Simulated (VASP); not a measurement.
# Te (P6_3/mmc) in VASP: single point with PBE

Aim: the single point of Te with PBE.

Everything below comes from runs of VASP 6.6.1. Logs are shortened: lines on timing, memory, paths and dates and some standing lists are left out, and cuts for length are marked.

### Step 1. The cell of the first run

Symmetry: P6_3/mmc, No. 194, hexagonal system. The conventional cell has a = 3.619 Å, b = 3.619 Å, c = 5.674 Å, α = 90.00°, β = 90.00°, γ = 120.00°. Within 4.6 Å of Te (site symmetry -6m2) lie 12 Te at 3.52 to 3.62 Å.

This isn't the form of Te at room conditions, which is trigonal, of chains.

### Step 2. Single point, PBE

The input, POSCAR:

```
Te
1.0
    3.6189920000      0.0000000000      0.0000000000
   -1.8094960000      3.1341450000      0.0000000000
    0.0000000000      0.0000000000      5.6743070000
Te
2
Direct
    0.3333300000      0.6666700000      0.2500000000
    0.6666600000      0.3333300000      0.7500000000
```

The input, INCAR.step1:

```
ALGO = Normal
EDIFF = 1E-7
ENCUT = 520
GGA = PE
ISIF = 2
ISMEAR = -1
LASPH = True
LCHARG = True
LREAL = False
LWAVE = False
NBANDS = 13
NELM = 80
PREC = Accurate
SIGMA = 0.1
```

The input, KPOINTS.step1:

```
k-points
0
Gamma
  11 11 6
```

The input, INCAR.step2:

```
ALGO = Normal
EDIFF = 1E-7
ENCUT = 520
GGA = PE
ICHARG = 11
ISIF = 2
ISMEAR = -5
LASPH = True
LCHARG = False
LORBIT = 10
LREAL = False
LWAVE = False
NBANDS = 13
NEDOS = 1001
NELM = 80
PREC = Accurate
SIGMA = 0.1
```

The input, KPOINTS.step2:

```
k-points
0
Gamma
  17 17 9
```

Potentials or basis: VASP PAW PBE potentials, release 64 (Te).

Run with:

```console
> cat potpaw_PBE.64/Te/POTCAR > POTCAR
> cp INCAR.step1 INCAR
> cp KPOINTS.step1 KPOINTS
> mpirun -np 1 vasp_std > vasp.out
> cp INCAR.step2 INCAR
> cp KPOINTS.step2 KPOINTS
> mpirun -np 1 vasp_std > vasp.out
```

OUTCAR:

```text
EDIFF = 1E-7
   ENCUT = 520
   GGA = PE
   ICHARG = 11
   ISIF = 2
   ISMEAR = -5
   LASPH = True
   LORBIT = 10
   LREAL = False
   NELM = 80
   PREC = Accurate

 ion  position               nearest neighbor table
   1  0.333  0.667  0.250-   2 3.52   2 3.52   2 3.52   2 3.52   2 3.52   2 3.52
   2  0.667  0.333  0.750-   1 3.52   1 3.52   1 3.52   1 3.52   1 3.52   1 3.52

  LATTYP: Found a hexagonal cell.
 ALAT       =     3.6189920000
 C/A-ratio  =     1.5679247149

  Lattice vectors:

 A1 = (   3.6189920000,   0.0000000000,   0.0000000000)
 A2 = (  -1.8094960000,   3.1341450000,   0.0000000000)
 A3 = (   0.0000000000,   0.0000000000,   5.6743070000)

Analysis of symmetry for initial positions (statically):
=====================================================================
 Subroutine PRICEL returns:
 Original cell was already a primitive cell.

 Routine SETGRP: Setting up the symmetry group for a
 hexagonal supercell.

 Subroutine GETGRP returns: Found  8 space group operations
 (whereof  2 operations were pure point group operations)
 out of a pool of 24 trial point group operations.

The static configuration has the point symmetry C_2 .
 The point group associated with its full space group is D_2h.

Analysis of symmetry for dynamics (positions and initial velocities):
=====================================================================
 Subroutine PRICEL returns:
 Original cell was already a primitive cell.

 Routine SETGRP: Setting up the symmetry group for a
 hexagonal supercell.

 Subroutine GETGRP returns: Found  8 space group operations
 (whereof  2 operations were pure point group operations)
 out of a pool of 24 trial point group operations.

The dynamic configuration has the point symmetry C_2 .
 The point group associated with its full space group is D_2h.

 Subroutine INISYM returns: Found  8 space group operations
 (whereof  2 operations are pure point group operations),
 and found     1 'primitive' translations

----------------------------------------------------------------------------------------

                                     Primitive cell

  volume of cell :      64.3605

  direct lattice vectors                    reciprocal lattice vectors
     3.618992000  0.000000000  0.000000000     0.276320036  0.159533142  0.000000000
    -1.809496000  3.134145000  0.000000000     0.000000000  0.319066284  0.000000000
     0.000000000  0.000000000  5.674307000     0.000000000  0.000000000  0.176232974

  length of vectors
     3.618992000  3.618997189  5.674307000     0.319066742  0.319066284  0.176232974

  position of ions in fractional coordinates (direct lattice)
     0.333330000  0.666670000  0.250000000
     0.666660000  0.333330000  0.750000000

  ion indices of the primitive-cell ions
   primitive index   ion index
                 1           1
                 2           2

----------------------------------------------------------------------------------------

 KPOINTS: k-points

Automatic generation of k-mesh.
 Grid dimensions read from file:
 generate k-points for:   17   17    9

 Generating k-lattice:

  Cartesian coordinates                     Fractional coordinates (reciprocal lattice)
     0.016254120  0.009384302  0.000000000     0.058823529  0.000000000  0.000000000
     0.000000000  0.018768605  0.000000000     0.000000000  0.058823529  0.000000000
     0.000000000  0.000000000  0.019581442     0.000000000  0.000000000  0.111111111

  Length of vectors
     0.018768632  0.018768605  0.019581442

  Shift w.r.t. Gamma in fractional coordinates (k-lattice)
     0.000000000  0.000000000  0.000000000

 TETIRR: Found   6277 inequivalent tetrahedra from    15606

 Subroutine IBZKPT returns following result:
 ===========================================

 Found    405 irreducible k-points:

 Following reciprocal coordinates:
            Coordinates               Weight
  0.000000  0.000000  0.000000      1.000000
  0.058824  0.000000  0.000000      4.000000
  0.000000  0.058824  0.000000      2.000000
  0.117647 -0.000000  0.000000      4.000000
  0.000000  0.117647  0.000000      2.000000
  0.176471  0.000000  0.000000      4.000000
[... 16 lines left out ...]
  0.176471  0.058824  0.000000      4.000000
 -0.058824  0.235294  0.000000      4.000000
 [... further k-points ...]
   k-points           NKPTS =    405   k-points in BZ     NKDIM =    405   number of bands    NBANDS=     13
   number of dos      NEDOS =   1001   number of ions     NIONS =      2
   total plane-waves  NPLWV =  32928
   dimension x,y,z NGX =    28 NGY =   28 NGZ =   42
   dimension x,y,z NGXF=    56 NGYF=   56 NGZF=   84
   ions per type =               2
   NGX,Y,Z   is equivalent  to a cutoff of  12.86, 12.86, 12.31 a.u.
   NGXF,Y,Z  is equivalent  to a cutoff of  25.72, 25.72, 24.61 a.u.
 SYSTEM =  unknown system
   PREC   = accura    normal or accurate (medium, high low for compatibility)
   ISTART =      0    job   : 0-new  1-cont  2-samecut
   ICHARG =     11    charge: 1-file 2-atom 10-const
   ISPIN  =      1    spin polarized calculation?
   LNONCOLLINEAR =      F non collinear calculations
   LSORBIT =      F    spin-orbit coupling
   LASPH  =      T    aspherical Exc in radial PAW
   ENCUT  =  520.0 eV  38.22 Ry    6.18 a.u.   6.73  6.73 10.55*2*pi/ulx,y,z
   NELM   =     80;   NELMIN=  2; NELMDL=  0     # of ELM steps
   EDIFF  = 0.1E-06   stopping-criterion for ELM
   LREAL  =      F    real-space projection
   EDIFFG = 0.1E-05   stopping-criterion for IOM
   NSW    =      0    number of steps for IOM
   IBRION =     -1    ionic relax: 0-MD 1-quasi-New 2-CG
   NFREE  =      0    steps in history (QN), initial steepest desc. (CG)
   ISIF   =      2    stress and relaxation
   ISYM   =      2    0-nonsym 1-usesym 2-fastsym
   POTIM  = 0.5000    time-step for ionic-motion
   TEBEG  =    0.0;   TEEND  =   0.0 temperature during run
   PSTRESS=    0.0 pullay stress
   NELECT =      12.0000    total number of electrons
   NUPDOWN=      -1.0000    fix difference up-down
   EMIN   =  10.00;   EMAX   =-10.00  energy-range for DOS
   EFERMI =   0.00;   METHOD = LEGACY
   ISMEAR =    -5;   SIGMA  =   0.10  broadening in eV -4-tet -1-fermi 0-gaus
   EFERMI_NEDOS =   21; number of points for ismear=-14 and -15
   IALGO  =     38    algorithm
   IMIX   =      4    mixing-type and parameters
     AMIX     =   0.40;   BMIX     =  1.00
     AMIX_MAG =   1.60;   BMIX_MAG =  1.00
  volume/ion in A,a.u.               =      32.18       217.16
  Fermi-wavevector in a.u.,A,eV,Ry     =   0.935252  1.767370 11.900971  0.874697
  Thomas-Fermi vector in A             =   2.062141
   LORBIT       =     10    0 simple, 1 ext, 2 COOP (PROOUT), +10 PAW based schemes
   GGA     = PE    functional components
   LHFCALC =     F    Hartree Fock is set to
   AEXX    =    0.0000 exact exchange contribution
   IVDW    =     0    specifies the selected vdW correction
   LEPSILON=     F    determine dielectric tensor
   LRPA    =     F    only Hartree local field effects (RPA)
 non-spin polarized calculation
 Fermi weights with tetrahedron method with Bloechl corrections
  energy-cutoff  :      520.00
  volume of cell :       64.36
 maximum number of plane-waves:      1773

 number of electron      12.0000001 magnetization

 Free energy of the ion-electron system (eV)
  ---------------------------------------------------
  ext. energy  EPLUGINS =         0.00000000
  ---------------------------------------------------
  free energy    TOTEN  =        -5.36631577 eV

  energy without entropy =       -5.36631577  energy(sigma->0) =       -5.36631577

 E-fermi :   6.2462     XC(G=0):  -9.5415

 val. band max:        6.2862995145   @ k =   0.0000   0.3529   0.4444
 cond. band min:       6.1652209334   @ k =   0.2941   0.1176   0.3333
 fundamental gap:     -0.1210785811
 Fermi energy:         6.2461575940

 k-point     1 :       0.0000    0.0000    0.0000
  band No.  band energies     occupation
      1      -6.7509      2.00000
      2      -4.2444      2.00000
      3       1.0676      2.00000
      4       7.2282      0.00000
      5       7.2282      0.00000
      6       8.4106      0.00000
      7       8.4106      0.00000
      8       8.9430      0.00000
      9      12.1887      0.00000
     10      14.1734      0.00000
     11      15.1300      0.00000
     12      15.1301      0.00000
     13      15.7873      0.00000

 k-point     2 :       0.0588    0.0000    0.0000
  band No.  band energies     occupation
      1      -6.7078      2.00000
      2      -4.2154      2.00000
      3       1.1160      2.00000
      4       6.8622     -0.14776
      5       7.1097      0.00000
      6       8.1649      0.00000
      7       8.4187      0.00000
      8       8.8857      0.00000
      9      12.4728      0.00000
     10      14.1983      0.00000
     11      14.9886      0.00000
     12      15.2226      0.00000
     13      16.0316      0.00000

 k-point     3 :       0.0000    0.0588    0.0000
  band No.  band energies     occupation
      1      -6.7078      2.00000
      2      -4.2154      2.00000
      3       1.1160      2.00000
      4       6.8621     -0.14825
      5       7.1097      0.00000
      6       8.1649      0.00000
      7       8.4187      0.00000
      8       8.8857      0.00000
      9      12.4728      0.00000
     10      14.1983      0.00000
     11      14.9886      0.00000
     12      15.2226      0.00000
     13      16.0316      0.00000

 k-point     4 :       0.1176   -0.0000    0.0000
  band No.  band energies     occupation
      1      -6.5794      2.00000
      2      -4.1318      2.00000
      3       1.2604      2.00000
      4       6.0111      1.75586
      5       6.8211      0.00000
      6       7.5241      0.00000
      7       8.3967      0.00000
      8       8.7069      0.00000
      9      12.8384      0.00000
     10      14.0487      0.00000
     11      15.3145      0.00000
     12      15.5318      0.00000
     13      15.6339      0.00000

 k-point     5 :       0.0000    0.1176    0.0000
  band No.  band energies     occupation
      1      -6.5794      2.00000
      2      -4.1318      2.00000
      3       1.2604      2.00000
      4       6.0110      1.75623
      5       6.8211      0.00000
      6       7.5242      0.00000
      7       8.3967      0.00000
      8       8.7069      0.00000
      9      12.8384      0.00000
     10      14.0486      0.00000
     11      15.3145      0.00000
     12      15.5319      0.00000
     13      15.6339      0.00000
[... 257 lines left out ...]
 k-point    22 :      -0.1765    0.1176    0.0000
  band No.  band energies     occupation
      1      -6.4527      2.00000
      2      -4.0532      2.00000
      3       1.4036      2.00000
      4       5.4606      2.04970
      5       6.2768      0.71618
      6       7.3013      0.00000
      7       8.2104      0.00000
      8       8.5220      0.00000
      9      12.9537      0.00000
     10      13.8904      0.00000
     11      15.1243      0.00000
     12      15.4636      0.00000
     13      15.7225      0.00000

 k-point    23 :       0.1765    0.0588    0.0000
  band No.  band energies     occupation
      1      -6.2050      2.00000
      2      -3.9128      2.00000
      3       1.6860      2.00000
      4       4.4911      2.00000
      5       5.7109      2.11240
      6       6.6298     -0.12063
      7       8.0489      0.00000
      8       8.1381      0.00000
      9      12.3764      0.00000
     10      14.2424      0.00000
     11      14.5054      0.00000
     12      15.3312      0.00000
     13      15.4491      0.00000

 k-point    24 :      -0.0588    0.2353    0.0000
  band No.  band energies     occupation
      1      -6.2050      2.00000
      2      -3.9128      2.00000
      3       1.6860      2.00000
      4       4.4910      2.00000
      5       5.7110      2.11115
      6       6.6298     -0.12504
      7       8.0489      0.00000
      8       8.1381      0.00000
      9      12.3764      0.00000
     10      14.2424      0.00000
     11      14.5054      0.00000
     12      15.3312      0.00000
     13      15.4492      0.00000

 [... further k-points ...]
[... 5 lines left out ...]
  --------------------------------------------------------------------------------------
  -------------------------------------------------------------------------------------
  Total       -1.3734844     -1.3735109     -3.4449971     -0.0000000      0.0000000      0.0000000
  in kB      -34.1912350    -34.1918946    -85.7590389     -0.0000000      0.0000000      0.0000000
  external PRESSURE =     -51.3807228 kB  Pullay stress =       0.0000000 kB

 VOLUME and BASIS-vectors are now :
 -----------------------------------------------------------------------------
  energy-cutoff  :      520.00
  volume of cell :       64.36
      direct lattice vectors                 reciprocal lattice vectors
     3.618992000  0.000000000  0.000000000     0.276320036  0.159533142  0.000000000
    -1.809496000  3.134145000  0.000000000     0.000000000  0.319066284  0.000000000
     0.000000000  0.000000000  5.674307000     0.000000000  0.000000000  0.176232974

 POSITION                                       TOTAL-FORCE (eV/Angst)
 -----------------------------------------------------------------------------------
     -0.00002      2.08944      1.41858        -0.000000     -0.000171     -0.000000
      1.80948      1.04470      4.25573         0.000000      0.000171      0.000000
 -----------------------------------------------------------------------------------
    total drift:                                0.000000     -0.000000     -0.000000

  FREE ENERGIE OF THE ION-ELECTRON SYSTEM (eV)
  ---------------------------------------------------
  free  energy   TOTEN  =        -5.3663157737 eV

  energy  without entropy=       -5.3663157737  energy(sigma->0) =       -5.36631577

 total charge

# of ion       s       p       d       tot
------------------------------------------
    1        1.442   1.709   0.031   3.183
    2        1.442   1.709   0.031   3.183
--------------------------------------------------
tot          2.884   3.419   0.063   6.366
```

Run time: 2.9 min. Hardware: 1 thread of Oxide Virtual Turin-like, shared host; peak memory 0.35 GiB.

Results:

```yaml
Valence_electrons_inside_the_program's_atomic_spheres: Te 3.18
```

Levels at points of the mesh, in eV from the Fermi level:
```csv
k point,band 3,band 4,band 5,band 6,band 7,band 8,band 9,band 10
"(0.00, 0.00, 0.00)",-5.18,0.98,0.98,2.16,2.16,2.70,5.94,7.93
```

Caveat: spin-orbit coupling is left out, which moves the levels of the heavy elements.
